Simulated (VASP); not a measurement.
# HgTe (F-43m) in VASP: further runs

The runs below take HgTe through single point, relaxation of cell and atoms, with PBE.

Everything below comes from runs of VASP 6.6.1. Logs are shortened: lines on timing, memory, paths and dates and some standing lists are left out, and cuts for length are marked.

## 1. The cell of the first run

The structure is cubic, space group F-43m (No. 216). The conventional cell has a = 6.650 Å, b = 6.650 Å, c = 6.650 Å, α = 90.00°, β = 90.00°, γ = 90.00°. Within 3.8 Å of Hg (site symmetry -43m) lie 4 Te at 2.88 Å. Te (site symmetry -43m) has 4 Hg at 2.88 Å within 3.8 Å.

## 2. Single point, PBE

Input file INCAR:

```
PREC = Accurate ; ENCUT = 520
EDIFF = 1E-7 ; ISMEAR = 0
SIGMA = 0.1 ; LREAL = False
LASPH = True ; NELM = 80
ALGO = Normal ; ISIF = 2
LWAVE = False ; LCHARG = False
GGA = PE ; NBANDS = 16
```

Input file KPOINTS:

```
Automatic mesh
0
Gamma
  12 12 12
```

Input file POSCAR:

```
HgTe
1.0
    0.0000000000      3.3247980450      3.3247980450
    3.3247980450      0.0000000000      3.3247980450
    3.3247980450      3.3247980450      0.0000000000
Hg Te
1 1
Direct
    0.0000000000      0.0000000000      0.0000000000
    0.2500000000      0.2500000000      0.2500000000
```

Potentials or basis: VASP PAW PBE potentials, release 64 (Hg, Te).

On the command line:

```
$ cat potpaw_PBE.64/Hg/POTCAR potpaw_PBE.64/Te/POTCAR > POTCAR
$ mpirun -np 1 vasp_std > vasp.out
```

OUTCAR:

```text
PREC = Accurate
   ENCUT = 520
   EDIFF = 1E-7
   ISMEAR = 0
   LREAL = False
   LASPH = True
   NELM = 80
   ISIF = 2
   GGA = PE

 ion  position               nearest neighbor table
   1  0.000  0.000  0.000-   2 2.88   2 2.88   2 2.88   2 2.88
   2  0.250  0.250  0.250-   1 2.88   1 2.88   1 2.88   1 2.88

  LATTYP: Found a face centered cubic cell.
 ALAT       =     6.6495960900

  Lattice vectors:

 A1 = (   0.0000000000,   3.3247980450,   3.3247980450)
 A2 = (   3.3247980450,   0.0000000000,   3.3247980450)
 A3 = (   3.3247980450,   3.3247980450,   0.0000000000)

Analysis of symmetry for initial positions (statically):
=====================================================================
 Subroutine PRICEL returns:
 Original cell was already a primitive cell.

 Routine SETGRP: Setting up the symmetry group for a
 face centered cubic supercell.

 Subroutine GETGRP returns: Found 24 space group operations
 (whereof 24 operations were pure point group operations)
 out of a pool of 48 trial point group operations.

The static configuration has the point symmetry T_d .

Analysis of symmetry for dynamics (positions and initial velocities):
=====================================================================
 Subroutine PRICEL returns:
 Original cell was already a primitive cell.

 Routine SETGRP: Setting up the symmetry group for a
 face centered cubic supercell.

 Subroutine GETGRP returns: Found 24 space group operations
 (whereof 24 operations were pure point group operations)
 out of a pool of 48 trial point group operations.

The dynamic configuration has the point symmetry T_d .

 Subroutine INISYM returns: Found 24 space group operations
 (whereof 24 operations are pure point group operations),
 and found     1 'primitive' translations

----------------------------------------------------------------------------------------

                                     Primitive cell

  volume of cell :      73.5065

  direct lattice vectors                    reciprocal lattice vectors
     0.000000000  3.324798045  3.324798045    -0.150385074  0.150385074  0.150385074
     3.324798045  0.000000000  3.324798045     0.150385074 -0.150385074  0.150385074
     3.324798045  3.324798045  0.000000000     0.150385074  0.150385074 -0.150385074

  length of vectors
     4.701974487  4.701974487  4.701974487     0.260474589  0.260474589  0.260474589

  position of ions in fractional coordinates (direct lattice)
     0.000000000  0.000000000  0.000000000
     0.250000000  0.250000000  0.250000000

  ion indices of the primitive-cell ions
   primitive index   ion index
                 1           1
                 2           2

----------------------------------------------------------------------------------------

 KPOINTS: Automatic mesh

Automatic generation of k-mesh.
 Grid dimensions read from file:
 generate k-points for:   12   12   12

 Generating k-lattice:

  Cartesian coordinates                     Fractional coordinates (reciprocal lattice)
    -0.012532089  0.012532089  0.012532089     0.083333333  0.000000000  0.000000000
     0.012532089 -0.012532089  0.012532089     0.000000000  0.083333333  0.000000000
     0.012532089  0.012532089 -0.012532089     0.000000000  0.000000000  0.083333333

  Length of vectors
     0.021706216  0.021706216  0.021706216

  Shift w.r.t. Gamma in fractional coordinates (k-lattice)
     0.000000000  0.000000000  0.000000000

 Subroutine IBZKPT returns following result:
 ===========================================

 Found     72 irreducible k-points:

 Following reciprocal coordinates:
            Coordinates               Weight
  0.000000  0.000000  0.000000      1.000000
  0.083333  0.000000  0.000000      8.000000
  0.166667  0.000000  0.000000      8.000000
  0.250000  0.000000  0.000000      8.000000
  0.333333  0.000000  0.000000      8.000000
  0.416667  0.000000  0.000000      8.000000
[... 16 lines left out ...]
  0.500000  0.166667  0.000000     24.000000
 -0.416667  0.166667  0.000000     24.000000
 [... further k-points ...]
   k-points           NKPTS =     72   k-points in BZ     NKDIM =     72   number of bands    NBANDS=     16
   number of dos      NEDOS =    301   number of ions     NIONS =      2
   total plane-waves  NPLWV =  46656
   dimension x,y,z NGX =    36 NGY =   36 NGZ =   36
   dimension x,y,z NGXF=    72 NGYF=   72 NGZF=   72
   ions per type =               1   1
   NGX,Y,Z   is equivalent  to a cutoff of  12.73, 12.73, 12.73 a.u.
   NGXF,Y,Z  is equivalent  to a cutoff of  25.46, 25.46, 25.46 a.u.
 SYSTEM =  unknown system
   PREC   = accura    normal or accurate (medium, high low for compatibility)
   ISTART =      0    job   : 0-new  1-cont  2-samecut
   ICHARG =      2    charge: 1-file 2-atom 10-const
   ISPIN  =      1    spin polarized calculation?
   LNONCOLLINEAR =      F non collinear calculations
   LSORBIT =      F    spin-orbit coupling
[... 22 lines left out ...]
     AMIX     =   0.40;   BMIX     =  1.00
     AMIX_MAG =   1.60;   BMIX_MAG =  1.00
  volume/ion in A,a.u.               =      36.75       248.02
  Fermi-wavevector in a.u.,A,eV,Ry     =   1.024213  1.935482 14.272686  1.049013
  Thomas-Fermi vector in A             =   2.157988
   LORBIT       =      0    0 simple, 1 ext, 2 COOP (PROOUT), +10 PAW based schemes
   GGA     = PE    functional components
   LHFCALC =     F    Hartree Fock is set to
   AEXX    =    0.0000 exact exchange contribution
   IVDW    =     0    specifies the selected vdW correction
   LEPSILON=     F    determine dielectric tensor
   LRPA    =     F    only Hartree local field effects (RPA)
 non-spin polarized calculation
 Gauss-broadening in eV      SIGMA  =   0.10
  energy-cutoff  :      520.00
  volume of cell :       73.51
 maximum number of plane-waves:      2006
   NGX = 17   NGY = 17   NGZ = 17

 number of electron      17.9999998 magnetization

 Free energy of the ion-electron system (eV)
  ---------------------------------------------------
  ext. energy  EPLUGINS =         0.00000000
  ---------------------------------------------------
  free energy    TOTEN  =        -3.65186444 eV

  energy without entropy =       -3.65170008  energy(sigma->0) =       -3.65178226

 E-fermi :   2.3108     XC(G=0):  -8.3604

 val. band max:        2.2392211799   @ k =   0.0000   0.0000   0.0000
 cond. band min:       2.5927427673   @ k =   0.0833   0.0000   0.0000
 fundamental gap:      0.3535215874
 Fermi energy:         2.3107953621

 k-point     1 :       0.0000    0.0000    0.0000
  band No.  band energies     occupation
      1      -9.1779      2.00000
      2      -4.6546      2.00000
      3      -4.6546      2.00000
      4      -4.6546      2.00000
      5      -4.2218      2.00000
      6      -4.2218      2.00000
[... 8 lines left out ...]
     15      11.6691      0.00000
     16      11.6691      0.00000

 k-point     2 :       0.0833    0.0000    0.0000
  band No.  band energies     occupation
      1      -9.1487      2.00000
      2      -4.6465      2.00000
      3      -4.6465      2.00000
      4      -4.6419      2.00000
      5      -4.2226      2.00000
      6      -4.2226      2.00000
[... 8 lines left out ...]
     15      11.2063      0.00000
     16      11.2063      0.00000

 k-point     3 :       0.1667    0.0000    0.0000
  band No.  band energies     occupation
      1      -9.0674      2.00000
      2      -4.6250      2.00000
      3      -4.6250      2.00000
      4      -4.5970      2.00000
      5      -4.2237      2.00000
      6      -4.2237      2.00000
[... 8 lines left out ...]
     15      10.8049      0.00000
     16      10.8049      0.00000

 k-point     4 :       0.2500    0.0000    0.0000
  band No.  band energies     occupation
      1      -8.9522      2.00000
      2      -4.5976      2.00000
      3      -4.5976      2.00000
      4      -4.5015      2.00000
      5      -4.2221      2.00000
      6      -4.2221      2.00000
[... 8 lines left out ...]
     15      10.7417      0.00000
     16      10.7417      0.00000
[... 324 lines left out ...]
 k-point    22 :       0.4167    0.1667    0.0000
  band No.  band energies     occupation
      1      -8.7328      2.00000
      2      -4.5486      2.00000
      3      -4.5156      2.00000
      4      -4.3204      2.00000
      5      -4.1967      2.00000
      6      -4.1487      2.00000
[... 8 lines left out ...]
     15      11.6058      0.00000
     16      12.2472      0.00000

 k-point    23 :       0.5000    0.1667    0.0000
  band No.  band energies     occupation
      1      -8.6678      2.00000
      2      -4.5359      2.00000
      3      -4.5093      2.00000
      4      -4.2574      2.00000
      5      -4.2007      2.00000
      6      -3.9830      2.00000
[... 8 lines left out ...]
     15      11.7843      0.00000
     16      12.2796      0.00000

 k-point    24 :      -0.4167    0.1667    0.0000
  band No.  band energies     occupation
      1      -8.6594      2.00000
      2      -4.5311      2.00000
      3      -4.5154      2.00000
      4      -4.2324      2.00000
      5      -4.2123      2.00000
      6      -3.9448      2.00000
[... 8 lines left out ...]
     15      11.5010      0.00000
     16      11.7528      0.00000

 [... further k-points ...]
[... 5 lines left out ...]
  --------------------------------------------------------------------------------------
  -------------------------------------------------------------------------------------
  Total        0.0259714      0.0259714      0.0259714      0.0000000     -0.0000000      0.0000000
  in kB        0.5660836      0.5660836      0.5660836      0.0000000     -0.0000000      0.0000000
  external PRESSURE =       0.5660836 kB  Pullay stress =       0.0000000 kB

 VOLUME and BASIS-vectors are now :
 -----------------------------------------------------------------------------
  energy-cutoff  :      520.00
  volume of cell :       73.51
      direct lattice vectors                 reciprocal lattice vectors
     0.000000000  3.324798045  3.324798045    -0.150385074  0.150385074  0.150385074
     3.324798045  0.000000000  3.324798045     0.150385074 -0.150385074  0.150385074
     3.324798045  3.324798045  0.000000000     0.150385074  0.150385074 -0.150385074

 POSITION                                       TOTAL-FORCE (eV/Angst)
 -----------------------------------------------------------------------------------
      0.00000      0.00000      0.00000         0.000000      0.000000      0.000000
      1.66240      1.66240      1.66240        -0.000000     -0.000000     -0.000000
 -----------------------------------------------------------------------------------
    total drift:                               -0.000000     -0.000000     -0.000000

  FREE ENERGIE OF THE ION-ELECTRON SYSTEM (eV)
  ---------------------------------------------------
  free  energy   TOTEN  =        -3.6518644393 eV

  energy  without entropy=       -3.6517000777  energy(sigma->0) =       -3.65178226
```

It took 89 s on 1 thread of Intel Xeon 8259CL, shared host; peak memory 0.26 GiB.

What came out:

```
Free energy            : -3.6519 eV
Pressure               : 0.1 GPa
Band gap on the k mesh : zero (filled and empty bands touch)
```

Levels at points of the mesh, in eV from the Fermi level:
```
           k point  band 5  band 6  band 7  band 8  band 9  band 10  band 11  band 12  band 13  band 14
(0.00, 0.00, 0.00)   -6.53   -6.53   -0.99   -0.07   -0.07    -0.07     4.30     4.30     4.30     6.44
(0.50, 0.00, 0.00)   -6.52   -6.28   -5.03   -0.90   -0.90     0.63     5.04     5.04     6.73     7.69
(0.50, 0.50, 0.00)   -6.48   -6.17   -5.06   -2.00   -2.00     1.84     2.64     7.85     8.44     8.44
```

Caveat: spin-orbit coupling is left out, which moves the levels of the heavy elements.

## 3. Single point, PBE

Input file INCAR:

```
SYSTEM = HgTe
PREC = Accurate
ENCUT = 520
EDIFF = 1E-6
ISMEAR = 0
SIGMA = 0.1
LREAL = .FALSE.
LASPH = .TRUE.
NELM = 100
ALGO = Normal
ISIF = 2
LWAVE = .FALSE.
LCHARG = .FALSE.
GGA = PE
NBANDS = 16
```

Input file KPOINTS:

```
regular mesh
0
G
  12 12 12
  0 0 0
```

POSCAR is that of step 2.

Potentials or basis: VASP PAW PBE potentials, release 64 (Hg, Te).

On the command line:

```
$ cat potpaw_PBE.64/Hg/POTCAR potpaw_PBE.64/Te/POTCAR > POTCAR
$ mpirun -np 1 vasp_std > vasp.out
```

Run time: 1.7 min. Hardware: 1 thread of Intel Xeon 8259CL, shared host; peak memory 0.26 GiB.

It converged, with:

| Property | Result |
| --- | --- |
| Free energy | -3.6519 eV |
| Pressure | 0.1 GPa |
| Band gap on the k mesh | zero (filled and empty bands touch) |

Levels at points of the mesh, in eV from the Fermi level:
```
           k point  band 7  band 8  band 9  band 10  band 11  band 12
(0.00, 0.00, 0.00)   -0.99   -0.07   -0.07    -0.07     4.30     4.30
(0.50, 0.00, 0.00)   -5.03   -0.90   -0.90     0.63     5.04     5.04
(0.50, 0.50, 0.00)   -5.06   -2.00   -2.00     1.84     2.63     7.85
```

Caveat: spin-orbit coupling is left out, which moves the levels of the heavy elements.

## 4. Relaxation of cell and atoms, PBE

This run uses another cell than the first one, of 33.50 Å³/atom, 0.911 times its volume.

Input file INCAR:

```
PREC = Accurate
ENCUT = 600
EDIFF = 1E-6
ISMEAR = 0
SIGMA = 0.1
LREAL = False
LASPH = True
NELM = 100
ALGO = Normal
ISIF = 3
LWAVE = False
LCHARG = False
GGA = PE
IBRION = 2
NSW = 100
EDIFFG = -0.005
```

Input file KPOINTS:

```
regular mesh
0
Gamma
  12 12 12
```

Input file POSCAR:

```
HgTe
1.0
    0.0000000000      3.2234988908      3.2234988908
    3.2234988908      0.0000000000      3.2234988908
    3.2234988908      3.2234988908      0.0000000000
Hg Te
1 1
Direct
    0.0000000000      0.0000000000      0.0000000000
    0.2500000000      0.2500000000      0.2500000000
```

On the command line:

```
$ cat potpaw_PBE.64/Hg/POTCAR potpaw_PBE.64/Te/POTCAR > POTCAR
$ mpirun -np 1 vasp_std > vasp.out
```

Run time: 3.7 min. Hardware: 1 thread of Intel Xeon 8259CL, shared host; peak memory 0.28 GiB.

Results (log left out):

```
Free energy                            : -3.6511 eV
Relaxed volume                         : 36.81 Å³/atom
Relaxed cell                           : a = 4.704 Å, b = 4.704 Å, c = 4.704 Å, α = 60.00°, β = 60.00°, γ = 60.00°
Space group after relaxing (to 0.05 Å) : F-43m (No. 216)
Energy gained by relaxing              : 39.3 meV/atom
Ionic steps                            : 3
Pressure after relaxing                : 0.0 GPa
Band gap on the k mesh                 : zero (filled and empty bands touch)
```

Step by step:
```tsv
step	energy change (eV)	largest force (eV/Å)	pressure (GPa)	volume (Å³)
1	0.0000	0.0000	4.16	66.99
2	-0.0723	0.0000	-0.91	75.78
3	-0.0785	0.0000	0.02	73.62
```

Final structure:
```
Hg Te
1.0
     0.00000    3.32649    3.32649
     3.32649    0.00000    3.32649
     3.32649    3.32649    0.00000
Hg Te
1 1
Direct
  0.00000 0.00000 0.00000
  0.25000 0.25000 0.25000
```

Levels at points of the mesh, in eV from the Fermi level:
| k point | band 6 | band 7 | band 8 | band 9 | band 10 | band 11 | band 12 | band 13 |
| --- | --- | --- | --- | --- | --- | --- | --- | --- |
| (0.00, 0.00, 0.00) | -6.53 | -1.00 | -0.07 | -0.07 | -0.07 | 4.30 | 4.30 | 4.30 |
| (0.50, 0.00, 0.00) | -6.28 | -5.02 | -0.90 | -0.90 | 0.63 | 5.04 | 5.04 | 6.73 |
| (0.50, 0.50, 0.00) | -6.16 | -5.05 | -2.00 | -2.00 | 1.84 | 2.64 | 7.85 | 8.43 |

Caveat: spin-orbit coupling is left out, which moves the levels of the heavy elements.

## 5. Single point, PBE

This run uses another cell than the first one, of the same volume but with other edges.

Input file INCAR:

```
SYSTEM = HgTe
PREC = Accurate
ENCUT = 520
EDIFF = 1E-6
ISMEAR = 0
SIGMA = 0.1
LREAL = .False.
LASPH = .True.
NELM = 80
ALGO = Normal
ISIF = 2
LWAVE = .False.
LCHARG = .True.
GGA = PE
LELF = .True.
LVHAR = .True.
ISYM = 0
NBANDS = 16
```

Input file KPOINTS:

```
regular mesh
0
Gamma
  8 5 15
  0 0 0
```

Input file POSCAR:

```
HgTe
1.0
    4.7019744874      0.0000000000      0.0000000000
    0.0000000000      6.6495960900      0.0000000000
    2.3509872437     -3.3247980450      2.3509872437
Hg Te
1 1
Direct
    0.0000000000      0.0000000000      0.0000000000
    0.5000000000      0.2500000000      0.0000000000
```

On the command line:

```
$ cat potpaw_PBE.64/Hg/POTCAR potpaw_PBE.64/Te/POTCAR > POTCAR
$ mpirun -np 1 vasp_std > vasp.out
```

Run time: 7.9 min. Hardware: 1 thread of Intel Xeon 8259CL, shared host; peak memory 0.53 GiB.

The run converged. Its results:

```
Free energy            : -3.6518 eV
Pressure               : 0.1 GPa
Band gap on the k mesh : zero (filled and empty bands touch)
```

Levels at points of the mesh, in eV from the Fermi level:
| k point | band 5 | band 6 | band 7 | band 8 | band 9 | band 10 | band 11 | band 12 | band 13 | band 14 |
| --- | --- | --- | --- | --- | --- | --- | --- | --- | --- | --- |
| (0.00, 0.00, 0.00) | -6.51 | -6.51 | -0.97 | -0.05 | -0.05 | -0.05 | 4.32 | 4.32 | 4.32 | 6.46 |
| (0.50, 0.00, 0.00) | -6.46 | -6.15 | -5.04 | -1.98 | -1.98 | 1.86 | 2.66 | 7.87 | 8.46 | 8.46 |

Caveat: spin-orbit coupling is left out, which moves the levels of the heavy elements.

## 6. Relaxation of cell and atoms, PBE

Input file INCAR:

```
SYSTEM = HgTe
PREC = Accurate
ENCUT = 600
EDIFF = 1E-7
ISMEAR = 0
SIGMA = 0.1
LREAL = .False.
LASPH = .True.
NELM = 80
ALGO = Normal
ISIF = 3
LWAVE = .False.
LCHARG = .False.
GGA = PE
IBRION = 2
NSW = 100
EDIFFG = -0.005
```

Input file KPOINTS:

```
regular mesh
0
Gamma
  12 12 12
  0 0 0
```

Input file POSCAR:

```
HgTe
1.0
    0.0000000000      3.3247980450      3.3247980450
    3.3247980450      0.0000000000      3.3247980450
    3.3247980450      3.3247980450      0.0000000000
Hg Te
1 1
Direct
    0.0000000000      0.0000000000      0.0000000000
    0.2500000000      0.2500000000      0.2500000000
```

Potentials or basis: VASP PAW PBE potentials, release 64 (Hg, Te).

On the command line:

```
$ cat potpaw_PBE.64/Hg/POTCAR potpaw_PBE.64/Te/POTCAR > POTCAR
$ mpirun -np 1 vasp_std > vasp.out
```

Wall time 3.4 min (1 thread of Intel Xeon 8259CL, shared host); peak memory 0.31 GiB.

Results (log left out):

| Property | Result |
| --- | --- |
| Free energy | -3.6520 eV |
| Relaxed volume | 36.85 Å³/atom |
| Relaxed cell | a = 4.706 Å, b = 4.706 Å, c = 4.706 Å, α = 60.00°, β = 60.00°, γ = 60.00° |
| Space group after relaxing (to 0.05 Å) | F-43m (No. 216) |
| Energy gained by relaxing | 0.0 meV/atom |
| Ionic steps | 2 |
| Pressure after relaxing | 0.0 GPa |
| Band gap on the k mesh | zero (filled and empty bands touch) |

Final structure:
```xyz
2
Lattice="0.0000 3.3277 3.3277 3.3277 0.0000 3.3277 3.3277 3.3277 0.0000" Properties=species:S:1:pos:R:3 pbc="T T T"
Hg    0.0000    0.0000    0.0000
Te    1.6639    1.6639    1.6639
```

Levels at points of the mesh, in eV from the Fermi level:
```tsv
k point	band 5	band 6	band 7	band 8	band 9	band 10	band 11	band 12	band 13
(0.00, 0.00, 0.00)	-6.52	-6.52	-1.00	-0.07	-0.07	-0.07	4.30	4.30	4.30
(0.50, 0.00, 0.00)	-6.51	-6.27	-5.01	-0.90	-0.90	0.63	5.04	5.04	6.73
(0.50, 0.50, 0.00)	-6.47	-6.16	-5.04	-1.99	-1.99	1.84	2.64	7.85	8.43
```

Caveat: spin-orbit coupling is left out, which moves the levels of the heavy elements.

## 7. The runs side by side

| task | cell | k mesh | cutoff (eV) | gap on the mesh (eV) | pressure (GPa) | relaxed volume (Å³/atom) |
| --- | --- | --- | --- | --- | --- | --- |
| single point | a = 4.702 Å, angles 60.0°, 2 atoms | 12 × 12 × 12 | 520 | none | 0.1 | - |
| relaxation of cell and atoms | relaxed from a = 4.559 Å, angles 60.0°, 2 atoms | 12 × 12 × 12 | 600 | none | 0.0 | 36.81 |
| single point | a = 4.702, b = 6.650 Å, angles 135.0, 60.0, 90.0°, 2 atoms | 8 × 5 × 15 | 520 | none | 0.1 | - |
| relaxation of cell and atoms | relaxed from a = 4.702 Å, angles 60.0°, 2 atoms | 12 × 12 × 12 | 600 | none | 0.0 | 36.85 |

Alike in all rows: level PBE; potentials or basis VASP PAW PBE potentials, release 64 (Hg, Te); no spin polarisation; smearing gaussian 0.1 eV.

Caveats: spin-orbit coupling is left out, which moves the levels of the heavy elements.

Total energies depend on the potentials used, so only differences within one code and one set of settings carry meaning.
